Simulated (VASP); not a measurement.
# Be2ZnSe3 (P3m1) in VASP: notebook

The runs below take Be2ZnSe3 through single point, relaxation of cell and atoms, with PBE.

Program: VASP 6.6.1. These are calculated values, not measurements. Logs are shortened: lines on timing, memory, paths and dates and some standing lists are left out, and cuts for length are marked.

### 1 The cell of the first run

It takes space group P3m1 (No. 156, trigonal). Conventional cell: a = 3.773 Å, b = 3.773 Å, c = 9.241 Å, α = 90.00°, β = 90.00°, γ = 120.00°. Be (site symmetry 3m) has 4 Se at 2.31 Å within 3.1 Å. Be (site symmetry 3m) has 4 Se at 2.31 Å within 3.1 Å. Zn (site symmetry 3m) has 4 Se at 2.31 Å within 3.1 Å. Se (site symmetry 3m) has 3 Zn at 2.31 Å and 1 Be at 2.31 Å within 3.1 Å. Within 3.1 Å of Se (site symmetry 3m) lie 4 Be at 2.31 Å. Se (site symmetry 3m) has 3 Be at 2.31 Å and 1 Zn at 2.31 Å within 3.1 Å.

### 2 Single point, PBE

INCAR reads:

```
SYSTEM = Be2ZnSe3
PREC = Accurate
ENCUT = 520
EDIFF = 1E-6
ISMEAR = 0
SIGMA = 0.1
LREAL = .False.
LASPH = .True.
NELM = 80
ALGO = Normal
ISIF = 2
LWAVE = .False.
LCHARG = .False.
GGA = PE
NBANDS = 26
```

KPOINTS reads:

```
Automatic mesh
0
Gamma
  6 6 2
  0 0 0
```

POSCAR reads:

```
Be2ZnSe3
1.0
    3.7727717700      0.0000000000      0.0000000000
   -1.8863858900      3.2673162000      0.0000000000
    0.0000000000      0.0000000000      9.2413657600
Be Zn Se
2 1 3
Direct
    0.6666666700      0.3333333300      0.3333333300
    0.3333333300      0.6666666700      0.6666666700
    0.0000000000      0.0000000000      0.0000000000
    0.6666666700      0.3333333300      0.0833333300
    0.3333333300      0.6666666700      0.4166666700
    0.0000000000      0.0000000000      0.7500000000
```

Potentials or basis: VASP PAW PBE potentials, release 64 (Be, Zn, Se).

On the command line:

```bash
$ cat potpaw_PBE.64/Be/POTCAR potpaw_PBE.64/Zn/POTCAR potpaw_PBE.64/Se/POTCAR > POTCAR
$ mpirun -np 1 vasp_std > vasp.out
```

OUTCAR:

```text
SYSTEM = Be2ZnSe3
   PREC = Accurate
   ENCUT = 520
   EDIFF = 1E-6
   ISMEAR = 0
   LREAL = .False.
   LASPH = .True.
   NELM = 80
   ISIF = 2
   GGA = PE

 ion  position               nearest neighbor table
   1  0.667  0.333  0.333-   5 2.31   4 2.31   5 2.31   5 2.31
   2  0.333  0.667  0.667-   6 2.31   6 2.31   5 2.31   6 2.31
   3  0.000  0.000  0.000-   4 2.31   4 2.31   6 2.31   4 2.31
   4  0.667  0.333  0.083-   3 2.31   3 2.31   1 2.31   3 2.31
   5  0.333  0.667  0.417-   1 2.31   2 2.31   1 2.31   1 2.31
   6  0.000  0.000  0.750-   2 2.31   2 2.31   3 2.31   2 2.31

  LATTYP: Found a hexagonal cell.
 ALAT       =     3.7727717700
 C/A-ratio  =     2.4494897448

  Lattice vectors:

 A1 = (   3.7727717700,   0.0000000000,   0.0000000000)
 A2 = (  -1.8863858900,   3.2673162000,   0.0000000000)
 A3 = (   0.0000000000,   0.0000000000,   9.2413657600)

Analysis of symmetry for initial positions (statically):
=====================================================================
 Subroutine PRICEL returns:
 Original cell was already a primitive cell.

 Routine SETGRP: Setting up the symmetry group for a
 hexagonal supercell.

 Subroutine GETGRP returns: Found  6 space group operations
 (whereof  6 operations were pure point group operations)
 out of a pool of 24 trial point group operations.

The static configuration has the point symmetry C_3v.

Analysis of symmetry for dynamics (positions and initial velocities):
=====================================================================
 Subroutine PRICEL returns:
 Original cell was already a primitive cell.

 Routine SETGRP: Setting up the symmetry group for a
 hexagonal supercell.

 Subroutine GETGRP returns: Found  6 space group operations
 (whereof  6 operations were pure point group operations)
 out of a pool of 24 trial point group operations.

The dynamic configuration has the point symmetry C_3v.

 Subroutine INISYM returns: Found  6 space group operations
 (whereof  6 operations are pure point group operations),
 and found     1 'primitive' translations

----------------------------------------------------------------------------------------

                                     Primitive cell

  volume of cell :     113.9168

  direct lattice vectors                    reciprocal lattice vectors
     3.772771770  0.000000000  0.000000000     0.265057115  0.153030797  0.000000000
    -1.886385890  3.267316200  0.000000000     0.000000000  0.306061593  0.000000000
     0.000000000  0.000000000  9.241365760     0.000000000  0.000000000  0.108209114

  length of vectors
     3.772771770  3.772771776  9.241365760     0.306061593  0.306061593  0.108209114

  position of ions in fractional coordinates (direct lattice)
     0.666666670  0.333333330  0.333333330
     0.333333330  0.666666670  0.666666670
     0.000000000  0.000000000  0.000000000
     0.666666670  0.333333330  0.083333330
     0.333333330  0.666666670  0.416666670
     0.000000000  0.000000000  0.750000000

  ion indices of the primitive-cell ions
   primitive index   ion index
                 1           1
                 2           2
                 3           3
                 4           4
                 5           5
                 6           6

----------------------------------------------------------------------------------------

 KPOINTS: Automatic mesh

Automatic generation of k-mesh.
 Grid dimensions read from file:
 generate k-points for:    6    6    2

 Generating k-lattice:

  Cartesian coordinates                     Fractional coordinates (reciprocal lattice)
     0.044176186  0.025505133  0.000000000     0.166666667  0.000000000  0.000000000
     0.000000000  0.051010265  0.000000000     0.000000000  0.166666667  0.000000000
     0.000000000  0.000000000  0.054104557     0.000000000  0.000000000  0.500000000

  Length of vectors
     0.051010266  0.051010265  0.054104557

  Shift w.r.t. Gamma in fractional coordinates (k-lattice)
     0.000000000  0.000000000  0.000000000

 Subroutine IBZKPT returns following result:
 ===========================================

 Found     14 irreducible k-points:

 Following reciprocal coordinates:
            Coordinates               Weight
  0.000000  0.000000  0.000000      1.000000
  0.166667  0.000000  0.000000      6.000000
  0.333333  0.000000  0.000000      6.000000
  0.500000  0.000000  0.000000      3.000000
  0.166667  0.166667  0.000000      6.000000
  0.333333  0.166667  0.000000     12.000000
  0.333333  0.333333  0.000000      2.000000
  0.000000  0.000000  0.500000      1.000000
  0.166667  0.000000  0.500000      6.000000
  0.333333  0.000000  0.500000      6.000000
  0.500000  0.000000  0.500000      3.000000
  0.166667  0.166667  0.500000      6.000000
  0.333333  0.166667  0.500000     12.000000
  0.333333  0.333333  0.500000      2.000000
   k-points           NKPTS =     14   k-points in BZ     NKDIM =     14   number of bands    NBANDS=     26
   number of dos      NEDOS =    301   number of ions     NIONS =      6
   total plane-waves  NPLWV =  54880
   dimension x,y,z NGX =    28 NGY =   28 NGZ =   70
   dimension x,y,z NGXF=    56 NGYF=   56 NGZF=  140
   ions per type =               2   1   3
   NGX,Y,Z   is equivalent  to a cutoff of  12.34, 12.34, 12.59 a.u.
   NGXF,Y,Z  is equivalent  to a cutoff of  24.68, 24.68, 25.19 a.u.
 SYSTEM =  Be2ZnSe3
   PREC   = accura    normal or accurate (medium, high low for compatibility)
   ISTART =      0    job   : 0-new  1-cont  2-samecut
   ICHARG =      2    charge: 1-file 2-atom 10-const
   ISPIN  =      1    spin polarized calculation?
   LNONCOLLINEAR =      F non collinear calculations
   LSORBIT =      F    spin-orbit coupling
   LASPH  =      T    aspherical Exc in radial PAW
   ENCUT  =  520.0 eV  38.22 Ry    6.18 a.u.   7.01  7.01 17.18*2*pi/ulx,y,z
   NELM   =     80;   NELMIN=  2; NELMDL= -5     # of ELM steps
   EDIFF  = 0.1E-05   stopping-criterion for ELM
   LREAL  =      F    real-space projection
   EDIFFG = 0.1E-04   stopping-criterion for IOM
   NSW    =      0    number of steps for IOM
   IBRION =     -1    ionic relax: 0-MD 1-quasi-New 2-CG
   NFREE  =      0    steps in history (QN), initial steepest desc. (CG)
   ISIF   =      2    stress and relaxation
   ISYM   =      2    0-nonsym 1-usesym 2-fastsym
   POTIM  = 0.5000    time-step for ionic-motion
   TEBEG  =    0.0;   TEEND  =   0.0 temperature during run
   PSTRESS=    0.0 pullay stress
   NELECT =      34.0000    total number of electrons
   NUPDOWN=      -1.0000    fix difference up-down
   EMIN   =  10.00;   EMAX   =-10.00  energy-range for DOS
   EFERMI =   0.00;   METHOD = LEGACY
   ISMEAR =     0;   SIGMA  =   0.10  broadening in eV -4-tet -1-fermi 0-gaus
   EFERMI_NEDOS =   21; number of points for ismear=-14 and -15
   IALGO  =     38    algorithm
   IMIX   =      4    mixing-type and parameters
     AMIX     =   0.40;   BMIX     =  1.00
     AMIX_MAG =   1.60;   BMIX_MAG =  1.00
  volume/ion in A,a.u.               =      18.99       128.12
  Fermi-wavevector in a.u.,A,eV,Ry     =   1.094053  2.067461 16.285532  1.196953
  Thomas-Fermi vector in A             =   2.230351
   LORBIT       =      0    0 simple, 1 ext, 2 COOP (PROOUT), +10 PAW based schemes
   GGA     = PE    functional components
   LHFCALC =     F    Hartree Fock is set to
   AEXX    =    0.0000 exact exchange contribution
   IVDW    =     0    specifies the selected vdW correction
   LEPSILON=     F    determine dielectric tensor
   LRPA    =     F    only Hartree local field effects (RPA)
 non-spin polarized calculation
 Gauss-broadening in eV      SIGMA  =   0.10
  energy-cutoff  :      520.00
  volume of cell :      113.92
 maximum number of plane-waves:      3096
 NGX is ok and might be reduce to    28
   NGX = 13   NGY = 13   NGZ = 35

 number of electron      34.0000013 magnetization

 Free energy of the ion-electron system (eV)
  ---------------------------------------------------
  ext. energy  EPLUGINS =         0.00000000
  ---------------------------------------------------
  free energy    TOTEN  =       -23.14944505 eV

  energy without entropy =      -23.14944505  energy(sigma->0) =      -23.14944505

 E-fermi :   3.3230     XC(G=0):  -9.3866

 val. band max:        2.8486381173   @ k =   0.0000   0.0000   0.0000
 cond. band min:       5.4003697580   @ k =   0.5000   0.0000   0.0000
 fundamental gap:      2.5517316407
 Fermi energy:         3.3229560997

 k-point     1 :       0.0000    0.0000    0.0000
  band No.  band energies     occupation
      1     -11.0161      2.00000
      2     -10.2439      2.00000
      3     -10.0026      2.00000
      4      -4.1185      2.00000
      5      -4.1185      2.00000
      6      -4.0157      2.00000
[... 18 lines left out ...]
     25       8.3876      0.00000
     26       9.5055      0.00000

 k-point     2 :       0.1667    0.0000    0.0000
  band No.  band energies     occupation
      1     -10.8089      2.00000
      2     -10.0949      2.00000
      3      -9.8518      2.00000
      4      -4.1207      2.00000
      5      -4.0693      2.00000
      6      -3.9704      2.00000
[... 18 lines left out ...]
     25       9.1272      0.00000
     26       9.1692      0.00000

 k-point     3 :       0.3333    0.0000    0.0000
  band No.  band energies     occupation
      1     -10.3038      2.00000
      2      -9.7862      2.00000
      3      -9.5221      2.00000
      4      -4.0814      2.00000
      5      -3.9773      2.00000
      6      -3.8478      2.00000
[... 282 lines left out ...]
 k-point    13 :       0.3333    0.1667    0.5000
  band No.  band energies     occupation
      1      -9.9650      2.00000
      2      -9.6647      2.00000
      3      -9.3406      2.00000
      4      -4.0010      2.00000
      5      -3.9275      2.00000
      6      -3.7797      2.00000
[... 18 lines left out ...]
     25       9.8818      0.00000
     26      10.5446      0.00000

 k-point    14 :       0.3333    0.3333    0.5000
  band No.  band energies     occupation
      1      -9.7921      2.00000
      2      -9.5544      2.00000
      3      -9.2875      2.00000
      4      -3.9923      2.00000
      5      -3.8093      2.00000
      6      -3.7957      2.00000
[... 18 lines left out ...]
     25      10.6039      0.00000
     26      10.6967      0.00000

------------------------ aborting loop because EDIFF is reached ----------------------------------------

  FORCE on cell =-STRESS in cart. coord.  units (eV):
  Direction    XX          YY          ZZ          XY          YZ          ZX
  --------------------------------------------------------------------------------------
  -------------------------------------------------------------------------------------
  Total        2.2152689      2.2152689      2.0830906     -0.0000000      0.0000000      0.0000000
  in kB       31.1565361     31.1565362     29.2975210     -0.0000000      0.0000000      0.0000000
  external PRESSURE =      30.5368644 kB  Pullay stress =       0.0000000 kB

 VOLUME and BASIS-vectors are now :
 -----------------------------------------------------------------------------
  energy-cutoff  :      520.00
  volume of cell :      113.92
      direct lattice vectors                 reciprocal lattice vectors
     3.772771770  0.000000000  0.000000000     0.265057115  0.153030797  0.000000000
    -1.886385890  3.267316200  0.000000000     0.000000000  0.306061593  0.000000000
     0.000000000  0.000000000  9.241365760     0.000000000  0.000000000  0.108209114

 POSITION                                       TOTAL-FORCE (eV/Angst)
 -----------------------------------------------------------------------------------
      1.88639      1.08911      3.08046        -0.000000      0.000000     -0.012513
     -0.00000      2.17821      6.16091        -0.000000      0.000000     -0.099316
      0.00000      0.00000      0.00000        -0.000000      0.000000      0.092819
      1.88639      1.08911      0.77011         0.000000     -0.000000      1.866727
     -0.00000      2.17821      3.85057         0.000000     -0.000000      0.000425
      0.00000      0.00000      6.93102        -0.000000      0.000000     -1.848142
 -----------------------------------------------------------------------------------
    total drift:                                0.000001      0.000000      0.000278

  FREE ENERGIE OF THE ION-ELECTRON SYSTEM (eV)
  ---------------------------------------------------
  free  energy   TOTEN  =       -23.1494450465 eV

  energy  without entropy=      -23.1494450465  energy(sigma->0) =      -23.14944505
```

Run time: 76 s. Hardware: 1 thread of Intel Xeon 8259CL, shared host; peak memory 0.24 GiB.

Results:

```yaml
Free_energy: -23.1494 eV
Pressure: 3.1 GPa
Largest_force: 1.867 eV/Å
Band_gap_on_the_k_mesh: 2.55 eV (least direct gap 2.86 eV)
```

Forces on the atoms (eV/Å):
```
Be   0.000  0.000 -0.013
Be   0.000  0.000 -0.099
Zn   0.000  0.000  0.093
Se   0.000  0.000  1.867
Se   0.000  0.000  0.000
Se   0.000  0.000 -1.848
```

Caveat: the cell stands under pressure; forces of over 1 eV/Å act on the atoms, so gaps and moduli don't describe the material at rest. A k mesh can miss the band edges.

### 3 Single point, PBE

This run uses another cell than the first one, of 19.37 Å³/atom.

INCAR reads:

```
PREC = Accurate ; ENCUT = 520
EDIFF = 1E-7 ; ISMEAR = 0
SIGMA = 0.1 ; LREAL = False
LASPH = True ; NELM = 100
ALGO = Normal ; ISIF = 2
LWAVE = False ; LCHARG = False
GGA = PE ; NBANDS = 26
```

KPOINTS reads:

```
regular mesh
0
Gamma
  6 6 2
```

POSCAR reads:

```
Be2ZnSe3
1.0
    3.7906794935      0.0000000029      0.0000000000
   -1.8953397492      3.2828247375      0.0000000000
    0.0000000000      0.0000000000      9.3387163999
Be Zn Se
2 1 3
Direct
    0.6666666667      0.3333333333      0.3419030771
    0.3333333333      0.6666666667      0.6576512375
    0.0000000000      0.0000000000     -0.0035618314
    0.6666666667      0.3333333333      0.1032835116
    0.3333333333      0.6666666667      0.4176109301
    0.0000000000      0.0000000000      0.7331130752
```

Potentials or basis: VASP PAW PBE potentials, release 64 (Be, Zn, Se).

On the command line:

```bash
$ cat potpaw_PBE.64/Be/POTCAR potpaw_PBE.64/Zn/POTCAR potpaw_PBE.64/Se/POTCAR > POTCAR
$ mpirun -np 1 vasp_std > vasp.out
```

It took 99 s on 1 thread of Intel Xeon 8259CL, shared host; peak memory 0.23 GiB.

It converged, with:

```yaml
Free_energy: -23.4863 eV
Pressure: 0.2 GPa
Largest_force: 0.032 eV/Å
Band_gap_on_the_k_mesh: 2.36 eV (least direct gap 2.52 eV)
```

Forces on the atoms (eV/Å):
```
Be   0.000  0.000 -0.013
Be   0.000  0.000 -0.006
Zn   0.000  0.000 -0.010
Se   0.000  0.000  0.032
Se   0.000  0.000  0.007
Se   0.000  0.000 -0.010
```

Stress tensor (GPa, compression positive):
```
0.23 0.00 0.00
0.00 0.23 0.00
0.00 0.00 0.12
```

Levels at points of the mesh, in eV from the valence-band top:
```csv
k point,band 15,band 16,band 17,band 18,band 19,band 20
"(0.00, 0.00, 0.00)",-0.43,0.00,0.00,2.52,3.36,3.48
"(0.50, 0.00, 0.00)",-2.32,-1.96,-1.25,2.36,3.48,3.89
"(0.00, 0.00, 0.50)",-0.93,-0.09,-0.09,3.28,3.41,3.59
"(0.50, 0.00, 0.50)",-2.24,-1.34,-1.03,2.89,3.05,3.47
```

(Continued in part 2 of 2.)
